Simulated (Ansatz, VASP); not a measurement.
## One calculation of BPd4, two programs

INCAR

```
SYSTEM = BPd4
  PREC = Accurate
  ENCUT = 630
  EDIFF = 1E-6
  ISMEAR = 0
  SIGMA = 0.1
  LREAL = .False.
  LASPH = .True.
  NELM = 120
  ALGO = Normal
  ISIF = 2
  LWAVE = .False.
  LCHARG = .True.
  GGA = PE
  LELF = .True.
  LVHAR = .True.
  NBANDS = 46
  GGA_COMPAT = .False.
```

KPOINTS

```
Automatic mesh
0
Gamma
  6 6 4
  0 0 0
```

POSCAR

```
BPd4
1.0
    3.9370124800      0.0000000000      0.0000000000
   -1.9685062400      3.4095528200      0.0000000000
    0.0000000000      0.0000000000      5.0121224200
B Pd
1 4
Direct
    0.6666666700      0.3333333300      0.8955861600
    0.5066695600      0.4933304400      0.5859656400
    0.5066695600      0.0133391300      0.5859656400
    0.9866608700      0.4933304400      0.5859656400
    0.0000000000      0.0000000000      0.1588107500
```

Input for Ansatz:

```yaml
crystal:
  lattice:
    - [3.93701248, 0.0, 0.0]
    - [-1.96850624, 3.40955282, 0.0]
    - [0.0, 0.0, 5.01212242]
  atoms:
    - { symbol: B, position: [0.66666667, 0.33333333, 0.89558616] }
    - { symbol: Pd, position: [0.50666956, 0.49333044, 0.58596564] }
    - { symbol: Pd, position: [0.50666956, 0.01333913, 0.58596564] }
    - { symbol: Pd, position: [0.98666087, 0.49333044, 0.58596564] }
    - { symbol: Pd, position: [0.0, 0.0, 0.15881075] }
basis:
  ecutwfc: 420
kpoints:
  mp_grid: { grid: [6, 6, 4] }
hamiltonian:
  xc: pbe
scf:
  occupations: { method: gaussian, width: 0.1 }
  lower_state_search: "off"
output:
  forces: true
  stress: true
  eigenvalues: true
```

Alike in both runs: task single point; functional PBE; k mesh 6 × 6 × 4; occupations gaussian, width 0.1 eV; no spin polarisation.

|  | VASP | Ansatz |
| --- | --- | --- |
| version | VASP 6.6.1 | Ansatz 0.2.0 |
| potentials or method | VASP PAW PBE potentials, release 64 (B, Pd_sv_GW), cutoff 630 eV | scalar-relativistic, plane waves, PAW |
| valence electrons in the cell | 75 | 75 |

VASP gave:

| Item | Value |
| --- | --- |
| gap on the k mesh at the Fermi level (eV) | none |
| rms of the force components (eV/Å) | 10.285 |

**Question.** Estimate Ansatz's values.

**Answer.** gap on the k mesh at the Fermi level (eV): none; rms of the force components (eV/Å): 10.141.

Atom by atom the forces differ by 0.145 eV/Å (rms over components). A gap of «none» marks a metal or a gap that the smearing closes. With one functional, cell and mesh, what is left measures potentials, basis and numerics.
